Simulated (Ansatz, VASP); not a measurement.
Two plane-wave programs on Mg

```
CELL_PARAMETERS angstrom
-1.77276 1.77276 1.77276
1.77276 -1.77276 1.77276
1.77276 1.77276 -1.77276
ATOMIC_POSITIONS crystal
Mg 0.00000 0.00000 0.00000
```

Alike in both runs: functional r2SCAN; dispersion rVV10; k mesh 11 × 11 × 11; no spin polarisation.

```csv
,VASP,Ansatz
version,VASP 6.6.1,Ansatz 0.2.0
potentials or method,"VASP PAW PBE potentials, release 64 (Mg)",Ansatz PAW earlier set
plane-wave cutoff (eV),660,760
occupations,"methfessel-paxton of order 1, width 0.01 eV","cold, width 0.01 eV"
valence electrons in the cell,2,10
task,single point,electrostatic potential
```

|  | VASP | Ansatz | Ansatz less VASP |
| --- | --- | --- | --- |
| gap on the k mesh at the Fermi level (eV) | none | none | - |
| pressure (GPa) | -0.1 | 0.2 | +0.26 |

VASP's potentials were made for PBE, not for r2SCAN. A gap of «none» marks a metal or a gap that the smearing closes. VASP's potentials hold 2 valence electrons a cell and Ansatz's 10, so a difference there can come from the potentials and not from the codes.
